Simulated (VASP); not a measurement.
A run of VASP 6.6.1:

Contents of INCAR:

```
PREC = Accurate
ENCUT = 520
EDIFF = 1E-6
ISMEAR = 0
SIGMA = 0.15
LREAL = F
LASPH = T
NELM = 100
ALGO = Fast
ISIF = 2
LWAVE = F
LCHARG = T
LELF = T
LVHAR = T
NBANDS = 18
```

Contents of KPOINTS:

```
regular mesh
0
Gamma
  14 14 14
```

File POSCAR:

```
TiAl3
1.0
   -1.8200019252      1.8200019252      4.2417642881
    1.8200019252     -1.8200019252      4.2417642881
    1.8200019252      1.8200019252     -4.2417642881
Ti Al
1 3
Direct
    0.0000000000      0.0000000000      0.0000000000
    0.5000000000      0.5000000000      0.0000000000
    0.7500000000      0.2500000000      0.5000000000
    0.2500000000      0.7500000000      0.5000000000
```

Potentials or basis: VASP PAW LDA potentials, release 64 (Ti_sv, Al).

Launch:

```sh
$ cat potpaw_LDA.64/Ti_sv/POTCAR potpaw_LDA.64/Al/POTCAR > POTCAR
$ mpirun -np 1 vasp_std > vasp.out
```

Hardware: 1 thread of Intel(R) Xeon(R) 6975P-C (Granite Rapids), on a shared host.

Problem. How long does it take, and how much memory?

Solution. Wall time 5.5 min on 1 thread of Intel(R) Xeon(R) 6975P-C (Granite Rapids) (shared host), peak memory 0.37 GiB. Counts: scf iterations 24, k points 244.
